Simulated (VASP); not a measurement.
# HfN (P3m1) in VASP: single point with PBE

Aim: the single point of HfN with PBE.

All numbers are computed with VASP 6.6.1; they aren't measurements. Logs are shortened: lines on timing, memory, paths and dates and some standing lists are left out, and cuts for length are marked.

## 1. The cell of the first run

Symmetry: P3m1, No. 156, trigonal system. Conventional cell: a = 3.216 Å, b = 3.216 Å, c = 8.377 Å, α = 90.00°, β = 90.00°, γ = 120.00°. Hf (site symmetry 3m) has 6 N at 2.27 Å within 3.0 Å. Within 3.0 Å of Hf (site symmetry 3m) lie 6 N at 2.27 Å. Within 3.0 Å of Hf (site symmetry 3m) lie 6 N at 2.27 to 2.59 Å. N (site symmetry 3m) has 6 Hf at 2.27 Å within 3.0 Å. Within 3.0 Å of N (site symmetry 3m) lie 6 Hf at 2.27 Å. Within 3.0 Å of N (site symmetry 3m) lie 6 Hf at 2.27 to 2.59 Å.

## 2. Single point, PBE

File INCAR:

```
PREC = Accurate
ENCUT = 520
EDIFF = 1E-6
ISMEAR = 0
SIGMA = 0.15
LREAL = False
LASPH = True
NELM = 80
ALGO = Normal
ISIF = 2
LWAVE = False
LCHARG = False
GGA = PE
NBANDS = 32
```

File KPOINTS:

```
Automatic mesh
0
Gamma
  21 21 8
```

File POSCAR:

```
HfN
1.0
    2.2738965586     -2.2738965586      0.0000000000
    2.2738965586      0.0000000000     -2.2738965586
    4.8364682518      4.8364682518      4.8364682518
Hf N
3 3
Direct
    0.3333333333      0.3333333333      0.5485001418
    0.6666666667      0.6666666667      0.2350625340
    1.0000000000      0.0000000000      0.8619377496
    0.6666666667      0.6666666667      0.7052189457
    1.0000000000      0.0000000000      0.3917813379
    0.3333333333      0.3333333333      0.0783437301
```

Potentials or basis: VASP PAW PBE potentials, release 64 (Hf_pv, N).

Run with:

```sh
> cat potpaw_PBE.64/Hf_pv/POTCAR potpaw_PBE.64/N/POTCAR > POTCAR
> mpirun -np 1 vasp_std > vasp.out
```

OUTCAR:

```text
PREC = Accurate
   ENCUT = 520
   EDIFF = 1E-6
   ISMEAR = 0
   LREAL = False
   LASPH = True
   NELM = 80
   ISIF = 2
   GGA = PE

 ion  position               nearest neighbor table
   1  0.333  0.333  0.549-   5 2.27   4 2.27   4 2.27   5 2.27   5 2.27   4 2.27   2 3.22   2 3.22
                             3 3.22   3 3.22   3 3.22   2 3.22
   2  0.667  0.667  0.235-   6 2.27   6 2.27   5 2.27   5 2.27   5 2.27   6 2.27   1 3.22   1 3.22
                             1 3.22   3 3.64   3 3.64   3 3.64
   3  0.000  0.000  0.862-   4 2.27   4 2.27   4 2.27   6 2.59   6 2.59   6 2.59   1 3.22   1 3.22
                             1 3.22   2 3.64   2 3.64   2 3.64
   4  0.667  0.667  0.705-   1 2.27   1 2.27   3 2.27   3 2.27   3 2.27   1 2.27
   5  0.000  0.000  0.392-   1 2.27   2 2.27   2 2.27   2 2.27   1 2.27   1 2.27
   6  0.333  0.333  0.078-   2 2.27   2 2.27   2 2.27   3 2.59   3 2.59   3 2.59

  LATTYP: Found a hexagonal cell.
 ALAT       =     3.2157753526
 C/A-ratio  =     2.6049732406

  Lattice vectors:

 A1 = (  -2.2738965586,   0.0000000000,   2.2738965586)
 A2 = (   2.2738965586,  -2.2738965586,   0.0000000000)
 A3 = (   4.8364682518,   4.8364682518,   4.8364682518)

Analysis of symmetry for initial positions (statically):
=====================================================================
 Subroutine PRICEL returns:
 Original cell was already a primitive cell.

 Routine SETGRP: Setting up the symmetry group for a
 hexagonal supercell.

 Subroutine GETGRP returns: Found  6 space group operations
 (whereof  6 operations were pure point group operations)
 out of a pool of 24 trial point group operations.

The static configuration has the point symmetry C_3v.

Analysis of symmetry for dynamics (positions and initial velocities):
=====================================================================
 Subroutine PRICEL returns:
 Original cell was already a primitive cell.

 Routine SETGRP: Setting up the symmetry group for a
 hexagonal supercell.

 Subroutine GETGRP returns: Found  6 space group operations
 (whereof  6 operations were pure point group operations)
 out of a pool of 24 trial point group operations.

The dynamic configuration has the point symmetry C_3v.

 Subroutine INISYM returns: Found  6 space group operations
 (whereof  6 operations are pure point group operations),
 and found     1 'primitive' translations

----------------------------------------------------------------------------------------

                                     Primitive cell

  volume of cell :      75.0224

  direct lattice vectors                    reciprocal lattice vectors
     2.273896559 -2.273896559  0.000000000     0.146591248 -0.293182495  0.146591248
     2.273896559  0.000000000 -2.273896559     0.146591248  0.146591248 -0.293182495
     4.836468252  4.836468252  4.836468252     0.068920815  0.068920815  0.068920815

  length of vectors
     3.215775353  3.215775353  8.377008741     0.359073757  0.359073757  0.119374353

  position of ions in fractional coordinates (direct lattice)
     0.333333333  0.333333333  0.548500142
     0.666666667  0.666666667  0.235062534
     0.000000000  0.000000000  0.861937750
     0.666666667  0.666666667  0.705218946
     0.000000000  0.000000000  0.391781338
     0.333333333  0.333333333  0.078343730

  ion indices of the primitive-cell ions
   primitive index   ion index
                 1           1
                 2           2
                 3           3
                 4           4
                 5           5
                 6           6

----------------------------------------------------------------------------------------

 KPOINTS: Automatic mesh

Automatic generation of k-mesh.
 Grid dimensions read from file:
 generate k-points for:   21   21    8

 Generating k-lattice:

  Cartesian coordinates                     Fractional coordinates (reciprocal lattice)
     0.006980536 -0.013961071  0.006980536     0.047619048  0.000000000  0.000000000
     0.006980536  0.006980536 -0.013961071     0.000000000  0.047619048  0.000000000
     0.008615102  0.008615102  0.008615102     0.000000000  0.000000000  0.125000000

  Length of vectors
     0.017098750  0.017098750  0.014921794

  Shift w.r.t. Gamma in fractional coordinates (k-lattice)
     0.000000000  0.000000000  0.000000000

 Subroutine IBZKPT returns following result:
 ===========================================

 Found    351 irreducible k-points:

 Following reciprocal coordinates:
            Coordinates               Weight
  0.000000  0.000000  0.000000      1.000000
  0.047619  0.000000  0.000000      6.000000
  0.095238  0.000000  0.000000      6.000000
  0.142857  0.000000  0.000000      6.000000
  0.190476  0.000000  0.000000      6.000000
  0.238095  0.000000  0.000000      6.000000
[... 16 lines left out ...]
  0.238095  0.095238  0.000000     12.000000
  0.285714  0.095238 -0.000000     12.000000
 [... further k-points ...]
   k-points           NKPTS =    351   k-points in BZ     NKDIM =    351   number of bands    NBANDS=     32
   number of dos      NEDOS =    301   number of ions     NIONS =      6
   total plane-waves  NPLWV =  36864
   dimension x,y,z NGX =    24 NGY =   24 NGZ =   64
   dimension x,y,z NGXF=    48 NGYF=   48 NGZF=  128
   ions per type =               3   3
   NGX,Y,Z   is equivalent  to a cutoff of  12.41, 12.41, 12.70 a.u.
   NGXF,Y,Z  is equivalent  to a cutoff of  24.81, 24.81, 25.40 a.u.
 SYSTEM =  unknown system
   PREC   = accura    normal or accurate (medium, high low for compatibility)
   ISTART =      0    job   : 0-new  1-cont  2-samecut
   ICHARG =      2    charge: 1-file 2-atom 10-const
   ISPIN  =      1    spin polarized calculation?
   LNONCOLLINEAR =      F non collinear calculations
   LSORBIT =      F    spin-orbit coupling
   LASPH  =      T    aspherical Exc in radial PAW
   ENCUT  =  520.0 eV  38.22 Ry    6.18 a.u.   5.98  5.98 15.58*2*pi/ulx,y,z
   NELM   =     80;   NELMIN=  2; NELMDL= -5     # of ELM steps
   EDIFF  = 0.1E-05   stopping-criterion for ELM
   LREAL  =      F    real-space projection
   EDIFFG = 0.1E-04   stopping-criterion for IOM
   NSW    =      0    number of steps for IOM
   IBRION =     -1    ionic relax: 0-MD 1-quasi-New 2-CG
   NFREE  =      0    steps in history (QN), initial steepest desc. (CG)
   ISIF   =      2    stress and relaxation
   ISYM   =      2    0-nonsym 1-usesym 2-fastsym
   POTIM  = 0.5000    time-step for ionic-motion
   TEBEG  =    0.0;   TEEND  =   0.0 temperature during run
   PSTRESS=    0.0 pullay stress
   NELECT =      45.0000    total number of electrons
   NUPDOWN=      -1.0000    fix difference up-down
   EMIN   =  10.00;   EMAX   =-10.00  energy-range for DOS
   EFERMI =   0.00;   METHOD = LEGACY
   ISMEAR =     0;   SIGMA  =   0.15  broadening in eV -4-tet -1-fermi 0-gaus
   EFERMI_NEDOS =   21; number of points for ismear=-14 and -15
   IALGO  =     38    algorithm
   IMIX   =      4    mixing-type and parameters
     AMIX     =   0.40;   BMIX     =  1.00
     AMIX_MAG =   1.60;   BMIX_MAG =  1.00
  volume/ion in A,a.u.               =      12.50        84.38
  Fermi-wavevector in a.u.,A,eV,Ry     =   1.380645  2.609041 25.935159  1.906180
  Thomas-Fermi vector in A             =   2.505503
   LORBIT       =      0    0 simple, 1 ext, 2 COOP (PROOUT), +10 PAW based schemes
   GGA     = PE    functional components
   LHFCALC =     F    Hartree Fock is set to
   AEXX    =    0.0000 exact exchange contribution
   IVDW    =     0    specifies the selected vdW correction
   LEPSILON=     F    determine dielectric tensor
   LRPA    =     F    only Hartree local field effects (RPA)
 non-spin polarized calculation
 Gauss-broadening in eV      SIGMA  =   0.15
  energy-cutoff  :      520.00
  volume of cell :       75.02
 maximum number of plane-waves:      2052
   NGX = 11   NGY = 11   NGZ = 31

 number of electron      45.0000011 magnetization

 Free energy of the ion-electron system (eV)
  ---------------------------------------------------
  ext. energy  EPLUGINS =         0.00000000
  ---------------------------------------------------
  free energy    TOTEN  =       -64.34850369 eV

  energy without entropy =      -64.32425556  energy(sigma->0) =      -64.33637963

 E-fermi :   7.4957     XC(G=0): -12.2874

 val. band max:        7.4945695447   @ k =   0.1905   0.0000   0.1250
 cond. band min:       7.4968699884   @ k =   0.0952   0.0000   0.3750
 fundamental gap:      0.0023004436
 Fermi energy:         7.4956809228

 k-point     1 :       0.0000    0.0000    0.0000
  band No.  band energies     occupation
      1     -24.4803      2.00000
      2     -24.2917      2.00000
      3     -23.9199      2.00000
      4     -23.9199      2.00000
      5     -23.8222      2.00000
      6     -23.8046      2.00000
[... 24 lines left out ...]
     31       9.6372      0.00000
     32      10.2595      0.00000

 k-point     2 :       0.0476    0.0000    0.0000
  band No.  band energies     occupation
      1     -24.4759      2.00000
      2     -24.2893      2.00000
      3     -23.9336      2.00000
      4     -23.9233      2.00000
      5     -23.8328      2.00000
      6     -23.8084      2.00000
[... 24 lines left out ...]
     31       9.9040      0.00000
     32      10.3623      0.00000
[... 733 lines left out ...]
     31      11.0850      0.00000
     32      11.2394      0.00000

 k-point    24 :       0.2857    0.0952   -0.0000
  band No.  band energies     occupation
      1     -24.4022      2.00000
      2     -24.2819      2.00000
      3     -24.1848      2.00000
      4     -24.1089      2.00000
      5     -24.0173      2.00000
      6     -23.9806      2.00000
[... 24 lines left out ...]
     31      11.3401      0.00000
     32      11.4327      0.00000

 [... further k-points ...]

------------------------ aborting loop because EDIFF is reached ----------------------------------------

  FORCE on cell =-STRESS in cart. coord.  units (eV):
  Direction    XX          YY          ZZ          XY          YZ          ZX
  --------------------------------------------------------------------------------------
  -------------------------------------------------------------------------------------
  Total       -5.3016033     -5.3016033     -5.3016033     -1.8336016     -1.8336016     -1.8336016
  in kB     -113.2209539   -113.2209539   -113.2209539    -39.1583652    -39.1583652    -39.1583652
  external PRESSURE =    -113.2209539 kB  Pullay stress =       0.0000000 kB

 VOLUME and BASIS-vectors are now :
 -----------------------------------------------------------------------------
  energy-cutoff  :      520.00
  volume of cell :       75.02
      direct lattice vectors                 reciprocal lattice vectors
     2.273896559 -2.273896559  0.000000000     0.146591248 -0.293182495  0.146591248
     2.273896559  0.000000000 -2.273896559     0.146591248  0.146591248 -0.293182495
     4.836468252  4.836468252  4.836468252     0.068920815  0.068920815  0.068920815

 POSITION                                       TOTAL-FORCE (eV/Angst)
 -----------------------------------------------------------------------------------
      4.16873      1.89484      1.89484         0.284877      0.284877      0.284877
      4.16873     -0.37906     -0.37906        -1.024052     -1.024052     -1.024052
      4.16873      4.16873      4.16873         1.295253      1.295253      1.295253
      6.44263      1.89484      1.89484         0.164985      0.164985      0.164985
      1.89484      1.89484      1.89484        -0.152201     -0.152201     -0.152201
      1.89484     -0.37906     -0.37906        -0.568862     -0.568862     -0.568862
 -----------------------------------------------------------------------------------
    total drift:                                0.000455      0.000455      0.000455

  FREE ENERGIE OF THE ION-ELECTRON SYSTEM (eV)
  ---------------------------------------------------
  free  energy   TOTEN  =       -64.3485036909 eV

  energy  without entropy=      -64.3242555640  energy(sigma->0) =      -64.33637963
```

Run time: 20 min. Hardware: 1 thread of AMD EPYC 7R13, shared host; peak memory 0.66 GiB.

Results:

| Property | Result |
| --- | --- |
| Free energy | -64.3485 eV |
| Pressure | -11.3 GPa |
| Largest force | 2.243 eV/Å |

Forces in eV/Å, atoms in the order of the input:
```
Hf   0.285  0.285  0.285
Hf  -1.024 -1.024 -1.024
Hf   1.295  1.295  1.295
N    0.165  0.165  0.165
N   -0.152 -0.152 -0.152
N   -0.569 -0.569 -0.569
```

Levels at points of the mesh, in eV from the Fermi level:
```
           k point  band 21  band 22  band 23  band 24  band 25  band 26
(0.00, 0.00, 0.00)    -2.43    -0.69     0.01     0.01     0.91     1.29
(0.00, 0.00, 0.50)    -2.87    -0.13     0.35     0.35     0.43     1.11
```

Caveat: spin-orbit coupling is left out, which moves the levels of the heavy elements; forces of over 1 eV/Å act on the atoms, so gaps and moduli don't describe the material at rest.
